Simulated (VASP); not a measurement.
# TaCrS3 in VASP: notebook

Runs on TaCrS3. Level: PBE. Tasks: single point.

All numbers are computed with VASP 6.6.1; they aren't measurements. Logs are shortened: lines on timing, memory, paths and dates and some standing lists are left out, and cuts for length are marked.

### 1 The cell of the first run

The typed cell holds 5 atoms: a = 4.785 Å, b = 4.785 Å, c = 4.786 Å, α = 90.00°, β = 90.00°, γ = 90.00°.

### 2 Single point, PBE, collinear spin, ferromagnetic start

File INCAR:

```
SYSTEM = TaCrS3
ALGO = Normal ; EDIFF = 1E-6
ENCUT = 520 ; GGA = PE
ISIF = 2 ; ISMEAR = 0
ISPIN = 2 ; LASPH = .True.
LCHARG = .True. ; LELF = .True.
LMAXMIX = 4 ; LORBIT = 11
LREAL = .False. ; LVHAR = .True.
LWAVE = .False. ; MAGMOM = 0 4.61 0 0 0
NBANDS = 32 ; NELM = 150
PREC = Accurate ; SIGMA = 0.1
```

File KPOINTS:

```
k-points
0
Gamma
  4 4 4
  0 0 0
```

File POSCAR:

```
TaCrS3
1.0
    4.7852353332      0.0000000000      0.0000000000
    0.0000000000      4.7852353332      0.0000000000
    0.0000000000      0.0000000000      4.7856297212
Ta Cr S
1 1 3
Direct
    0.5000000000      0.5000000000      0.5000000000
    0.0000000000      0.0000000000      0.0000000000
    0.5000000000      0.5000000000      0.0000000000
    0.5000000000      0.0000000000      0.5000000000
    0.0000000000      0.5000000000      0.5000000000
```

Potentials or basis: VASP PAW PBE potentials, release 64 (Ta_pv, Cr_pv, S).

Launch:

```sh
$ cat potpaw_PBE.64/Ta_pv/POTCAR potpaw_PBE.64/Cr_pv/POTCAR potpaw_PBE.64/S/POTCAR > POTCAR
$ mpirun -np 1 vasp_std > vasp.out
```

OUTCAR:

```text
SYSTEM = TaCrS3
   EDIFF = 1E-6
   ENCUT = 520
   GGA = PE
   ISIF = 2
   ISMEAR = 0
   ISPIN = 2
   LASPH = .True.
   LORBIT = 11
   LREAL = .False.
   NELM = 150
   PREC = Accurate

 ion  position               nearest neighbor table
   1  0.500  0.500  0.500-   4 2.39   5 2.39   4 2.39   5 2.39   3 2.39   3 2.39
   2  0.000  0.000  0.000-
   3  0.500  0.500  0.000-   1 2.39   1 2.39
   4  0.500  0.000  0.500-   1 2.39   1 2.39
   5  0.000  0.500  0.500-   1 2.39   1 2.39

  LATTYP: Found a simple tetragonal cell.
 ALAT       =     4.7852353332
 C/A-ratio  =     1.0000824177

  Lattice vectors:

 A1 = (   4.7852353332,   0.0000000000,   0.0000000000)
 A2 = (   0.0000000000,   4.7852353332,   0.0000000000)
 A3 = (   0.0000000000,   0.0000000000,   4.7856297212)

Analysis of symmetry for initial positions (statically):
=====================================================================
 Subroutine PRICEL returns:
 Original cell was already a primitive cell.

 Routine SETGRP: Setting up the symmetry group for a
 simple tetragonal supercell.

 Subroutine GETGRP returns: Found 16 space group operations
 (whereof 16 operations were pure point group operations)
 out of a pool of 16 trial point group operations.

The static configuration has the point symmetry D_4h.

Analysis of symmetry for dynamics (positions and initial velocities):
=====================================================================
 Subroutine PRICEL returns:
 Original cell was already a primitive cell.

 Routine SETGRP: Setting up the symmetry group for a
 simple tetragonal supercell.

 Subroutine GETGRP returns: Found 16 space group operations
 (whereof 16 operations were pure point group operations)
 out of a pool of 16 trial point group operations.

The dynamic configuration has the point symmetry D_4h.

Analysis of structural, dynamic, and magnetic symmetry:
=====================================================================
 Subroutine PRICEL returns:
 Original cell was already a primitive cell.

 Routine SETGRP: Setting up the symmetry group for a
 simple tetragonal supercell.

 Subroutine GETGRP returns: Found 16 space group operations
 (whereof 16 operations were pure point group operations)
 out of a pool of 16 trial point group operations.

The overall configuration has the point symmetry D_4h.

 Subroutine INISYM returns: Found 16 space group operations
 (whereof 16 operations are pure point group operations),
 and found     1 'primitive' translations

----------------------------------------------------------------------------------------

                                     Primitive cell

  volume of cell :     109.5836

  direct lattice vectors                    reciprocal lattice vectors
     4.785235333  0.000000000  0.000000000     0.208976138  0.000000000  0.000000000
     0.000000000  4.785235333  0.000000000     0.000000000  0.208976138  0.000000000
     0.000000000  0.000000000  4.785629721     0.000000000  0.000000000  0.208958916

  length of vectors
     4.785235333  4.785235333  4.785629721     0.208976138  0.208976138  0.208958916

  position of ions in fractional coordinates (direct lattice)
     0.500000000  0.500000000  0.500000000
     0.000000000  0.000000000  0.000000000
     0.500000000  0.500000000  0.000000000
     0.500000000  0.000000000  0.500000000
     0.000000000  0.500000000  0.500000000

  ion indices of the primitive-cell ions
   primitive index   ion index
                 1           1
                 2           2
                 3           3
                 4           4
                 5           5

----------------------------------------------------------------------------------------

 KPOINTS: k-points

Automatic generation of k-mesh.
 Grid dimensions read from file:
 generate k-points for:    4    4    4

 Generating k-lattice:

  Cartesian coordinates                     Fractional coordinates (reciprocal lattice)
     0.052244035  0.000000000  0.000000000     0.250000000  0.000000000  0.000000000
     0.000000000  0.052244035  0.000000000     0.000000000  0.250000000  0.000000000
     0.000000000  0.000000000  0.052239729     0.000000000  0.000000000  0.250000000

  Length of vectors
     0.052244035  0.052244035  0.052239729

  Shift w.r.t. Gamma in fractional coordinates (k-lattice)
     0.000000000  0.000000000  0.000000000

 Subroutine IBZKPT returns following result:
 ===========================================

 Found     18 irreducible k-points:

 Following reciprocal coordinates:
            Coordinates               Weight
  0.000000  0.000000  0.000000      1.000000
  0.250000  0.000000  0.000000      4.000000
  0.500000  0.000000  0.000000      2.000000
  0.250000  0.250000  0.000000      4.000000
  0.500000  0.250000  0.000000      4.000000
  0.500000  0.500000  0.000000      1.000000
[... 10 lines left out ...]
  0.500000  0.250000  0.500000      4.000000
  0.500000  0.500000  0.500000      1.000000
   k-points           NKPTS =     18   k-points in BZ     NKDIM =     18   number of bands    NBANDS=     32
   number of dos      NEDOS =    301   number of ions     NIONS =      5
   total plane-waves  NPLWV =  46656
   dimension x,y,z NGX =    36 NGY =   36 NGZ =   36
   dimension x,y,z NGXF=    72 NGYF=   72 NGZF=   72
   ions per type =               1   1   3
   NGX,Y,Z   is equivalent  to a cutoff of  12.51, 12.51, 12.51 a.u.
   NGXF,Y,Z  is equivalent  to a cutoff of  25.01, 25.01, 25.01 a.u.
 SYSTEM =  TaCrS3
   PREC   = accura    normal or accurate (medium, high low for compatibility)
   ISTART =      0    job   : 0-new  1-cont  2-samecut
   ICHARG =      2    charge: 1-file 2-atom 10-const
   ISPIN  =      2    spin polarized calculation?
   LNONCOLLINEAR =      F non collinear calculations
   LSORBIT =      F    spin-orbit coupling
   LASPH  =      T    aspherical Exc in radial PAW
   ENCUT  =  520.0 eV  38.22 Ry    6.18 a.u.   8.90  8.90  8.90*2*pi/ulx,y,z
   NELM   =    150;   NELMIN=  2; NELMDL= -5     # of ELM steps
   EDIFF  = 0.1E-05   stopping-criterion for ELM
   LREAL  =      F    real-space projection
   EDIFFG = 0.1E-04   stopping-criterion for IOM
   NSW    =      0    number of steps for IOM
   IBRION =     -1    ionic relax: 0-MD 1-quasi-New 2-CG
   NFREE  =      0    steps in history (QN), initial steepest desc. (CG)
   ISIF   =      2    stress and relaxation
   ISYM   =      2    0-nonsym 1-usesym 2-fastsym
   POTIM  = 0.5000    time-step for ionic-motion
   TEBEG  =    0.0;   TEEND  =   0.0 temperature during run
   PSTRESS=    0.0 pullay stress
   NELECT =      41.0000    total number of electrons
   NUPDOWN=      -1.0000    fix difference up-down
   EMIN   =  10.00;   EMAX   =-10.00  energy-range for DOS
   EFERMI =   0.00;   METHOD = LEGACY
   ISMEAR =     0;   SIGMA  =   0.10  broadening in eV -4-tet -1-fermi 0-gaus
   EFERMI_NEDOS =   21; number of points for ismear=-14 and -15
   IALGO  =     38    algorithm
   IMIX   =      4    mixing-type and parameters
     AMIX     =   0.40;   BMIX     =  1.00
     AMIX_MAG =   1.60;   BMIX_MAG =  1.00
  volume/ion in A,a.u.               =      21.92       147.90
  Fermi-wavevector in a.u.,A,eV,Ry     =   1.179653  2.229221 18.933607  1.391581
  Thomas-Fermi vector in A             =   2.315960
   LORBIT       =     11    0 simple, 1 ext, 2 COOP (PROOUT), +10 PAW based schemes
   GGA     = PE    functional components
   LHFCALC =     F    Hartree Fock is set to
   AEXX    =    0.0000 exact exchange contribution
   IVDW    =     0    specifies the selected vdW correction
   LEPSILON=     F    determine dielectric tensor
   LRPA    =     F    only Hartree local field effects (RPA)
 spin polarized calculation
 Gauss-broadening in eV      SIGMA  =   0.10
  energy-cutoff  :      520.00
  volume of cell :      109.58
 maximum number of plane-waves:      3016
 NGX is ok and might be reduce to    36
   NGX = 17   NGY = 17   NGZ = 17

 number of electron      41.0000019 magnetization       4.6251361

 Free energy of the ion-electron system (eV)
  ---------------------------------------------------
  ext. energy  EPLUGINS =         0.00000000
  ---------------------------------------------------
  free energy    TOTEN  =       -34.20512360 eV

  energy without entropy =      -34.18443564  energy(sigma->0) =      -34.19477962

 E-fermi :   4.3208     XC(G=0):  -9.7226

 val. band max:        4.2871913943   @ k =   0.2500   0.2500   0.2500
 cond. band min:       4.3216526735   @ k =   0.0000   0.0000   0.5000
 fundamental gap:      0.0344612792
 Fermi energy:         4.3208296344

 spin component 1

 k-point     1 :       0.0000    0.0000    0.0000
  band No.  band energies     occupation
      1     -39.0661      1.00000
      2     -39.0661      1.00000
      3     -39.0661      1.00000
      4     -31.2278      1.00000
      5     -31.2278      1.00000
      6     -31.2277      1.00000
[... 619 lines left out ...]
     31      11.5094      0.00000
     32      12.0304      0.00000
 Fermi energy:         4.3208296344

 spin component 2

 k-point     1 :       0.0000    0.0000    0.0000
  band No.  band energies     occupation
      1     -34.8563      1.00000
      2     -34.8563      1.00000
      3     -34.8563      1.00000
      4     -31.1691      1.00000
      5     -31.1691      1.00000
      6     -31.1691      1.00000
[... 619 lines left out ...]
     31      13.1383      0.00000
     32      13.1522      0.00000

------------------------ aborting loop because EDIFF is reached ----------------------------------------

  FORCE on cell =-STRESS in cart. coord.  units (eV):
  Direction    XX          YY          ZZ          XY          YZ          ZX
  --------------------------------------------------------------------------------------
  -------------------------------------------------------------------------------------
  Total        0.0366589      0.0366589      0.0303386      0.0000000      0.0000000      0.0000000
  in kB        0.5359745      0.5359745      0.4435677      0.0000000      0.0000000      0.0000000
  external PRESSURE =       0.5051722 kB  Pullay stress =       0.0000000 kB

 VOLUME and BASIS-vectors are now :
 -----------------------------------------------------------------------------
  energy-cutoff  :      520.00
  volume of cell :      109.58
      direct lattice vectors                 reciprocal lattice vectors
     4.785235333  0.000000000  0.000000000     0.208976138  0.000000000  0.000000000
     0.000000000  4.785235333  0.000000000     0.000000000  0.208976138  0.000000000
     0.000000000  0.000000000  4.785629721     0.000000000  0.000000000  0.208958916

 POSITION                                       TOTAL-FORCE (eV/Angst)
 -----------------------------------------------------------------------------------
      2.39262      2.39262      2.39281         0.000000      0.000000      0.000000
      0.00000      0.00000      0.00000         0.000000      0.000000      0.000000
      2.39262      2.39262      0.00000         0.000000      0.000000      0.000000
      2.39262      0.00000      2.39281         0.000000      0.000000      0.000000
      0.00000      2.39262      2.39281         0.000000      0.000000      0.000000
 -----------------------------------------------------------------------------------
    total drift:                                0.000000      0.000000      0.000000

  FREE ENERGIE OF THE ION-ELECTRON SYSTEM (eV)
  ---------------------------------------------------
  free  energy   TOTEN  =       -34.2051236010 eV

  energy  without entropy=      -34.1844356395  energy(sigma->0) =      -34.19477962

 total charge

# of ion       s       p       d       tot
------------------------------------------
    1        0.309   6.231   2.246   8.787
    2        0.080   6.016   4.241  10.336
    3        1.337   2.423   0.000   3.760
    4        1.337   2.423   0.000   3.760
    5        1.337   2.423   0.000   3.760
--------------------------------------------------
tot          4.402  19.515   6.487  30.403

 magnetization (x)

# of ion       s       p       d       tot
------------------------------------------
    1        0.003   0.001   0.085   0.090
    2        0.037   0.011   4.150   4.199
    3        0.001  -0.047   0.000  -0.046
    4        0.001  -0.047   0.000  -0.046
    5        0.001  -0.047   0.000  -0.046
--------------------------------------------------
tot          0.045  -0.128   4.235   4.152
```

Wall time 59 s (1 thread of Intel Xeon 6975P-C (Granite Rapids), shared host); peak memory 0.3 GiB.

Results:

```yaml
Free_energy: -34.2051 eV
Pressure: 0.1 GPa
Net_moment: 4.63 μB per cell
Site_moments: Ta +0.09; Cr +4.20; S -0.05 μB
Valence_electrons_inside_the_program's_atomic_spheres: Ta 8.79; Cr 10.34; S 3.76
```

Caveat: spin-orbit coupling is left out, which moves the levels of the heavy elements; a cell with one magnetic atom can't hold antiferromagnetic order, which such compounds often take. With open d or f shells a metallic result of PBE can be an artefact of self-interaction; +U or a hybrid may open a gap.

### 3 Single point, PBE, collinear spin, ferromagnetic start

This run uses another cell than the first one, of 18.02 Å³/atom.

File INCAR:

```
SYSTEM = TaCrS3
PREC = Accurate
ENCUT = 520
EDIFF = 1E-6
ISMEAR = 0
SIGMA = 0.1
LREAL = .FALSE.
LASPH = .TRUE.
NELM = 150
ALGO = Normal
ISIF = 2
LWAVE = .FALSE.
LCHARG = .FALSE.
ISPIN = 2
MAGMOM = 1.86 2.4 0 0 0
LORBIT = 11
LMAXMIX = 4
GGA = PE
NBANDS = 32
```

File KPOINTS:

```
regular mesh
0
G
  8 8 8
  0 0 0
```

File POSCAR:

```
TaCrS3
1.0
    4.4831569384      0.0000000000      0.0000000000
    0.0000000000      4.4831569384      0.0000000000
    0.0000000000      0.0000000000      4.4831569384
Ta Cr S
1 1 3
Direct
    0.0000000000      0.0000000000      0.0000000000
    0.5000000000      0.5000000000      0.5000000000
    0.0000000000      0.5000000000      0.5000000000
    0.5000000000      0.0000000000      0.5000000000
    0.5000000000      0.5000000000      0.0000000000
```

Potentials or basis: VASP PAW PBE potentials, release 64 (Ta_pv, Cr_pv, S).

Launch:

```sh
$ cat potpaw_PBE.64/Ta_pv/POTCAR potpaw_PBE.64/Cr_pv/POTCAR potpaw_PBE.64/S/POTCAR > POTCAR
$ mpirun -np 1 vasp_std > vasp.out
```

Wall time 2 min (1 thread of Intel Xeon 6975P-C (Granite Rapids), shared host); peak memory 0.34 GiB.

It converged, with:

| Property | Result |
| --- | --- |
| Free energy | -31.6271 eV |
| Pressure | 0.0 GPa |
| Net moment | 4.65 μB per cell |
| Site moments | Ta +1.62; Cr +2.51; S -0.12 μB |
| Valence electrons inside the program's atomic spheres | Ta 8.35; Cr 11.03; S 3.71 |

Levels at points of the mesh, in eV from the Fermi level:
Spin up:
| k point | band 19 | band 20 | band 21 | band 22 | band 23 | band 24 | band 25 | band 26 | band 27 | band 28 |
| --- | --- | --- | --- | --- | --- | --- | --- | --- | --- | --- |
| (0.00, 0.00, 0.00) | -1.50 | -1.50 | -1.32 | -0.96 | -0.96 | -0.96 | -0.46 | -0.46 | -0.46 | -0.05 |
| (0.50, 0.00, 0.00) | -1.80 | -0.70 | -0.45 | -0.31 | -0.21 | -0.21 | 1.05 | 1.32 | 1.53 | 1.53 |
| (0.50, 0.50, 0.00) | -1.15 | -0.85 | -0.85 | -0.48 | -0.35 | 0.59 | 1.28 | 1.82 | 1.82 | 3.19 |
| (0.50, 0.50, 0.50) | -0.53 | -0.24 | -0.24 | -0.24 | -0.18 | -0.18 | -0.18 | -0.11 | -0.11 | 4.66 |
Spin down:
| k point | band 14 | band 15 | band 16 | band 17 | band 18 | band 19 | band 20 | band 21 | band 22 | band 23 |
| --- | --- | --- | --- | --- | --- | --- | --- | --- | --- | --- |
| (0.00, 0.00, 0.00) | -2.13 | -2.13 | -0.97 | -0.97 | -0.97 | -0.61 | -0.61 | -0.61 | -0.11 | -0.11 |
| (0.50, 0.00, 0.00) | -3.88 | -3.88 | -3.59 | -1.62 | -1.62 | -0.10 | 0.69 | 0.99 | 1.19 | 1.92 |
| (0.50, 0.50, 0.00) | -4.21 | -3.77 | -3.31 | -3.31 | -0.79 | 0.82 | 1.02 | 1.46 | 1.46 | 1.56 |
| (0.50, 0.50, 0.50) | -4.38 | -4.38 | -0.49 | -0.31 | -0.31 | -0.31 | 1.13 | 1.13 | 1.13 | 1.45 |

Caveat: spin-orbit coupling is left out, which moves the levels of the heavy elements; a cell with one magnetic atom can't hold antiferromagnetic order, which such compounds often take. With open d or f shells a metallic result of PBE can be an artefact of self-interaction; +U or a hybrid may open a gap.

(Continued in part 2 of 2.)
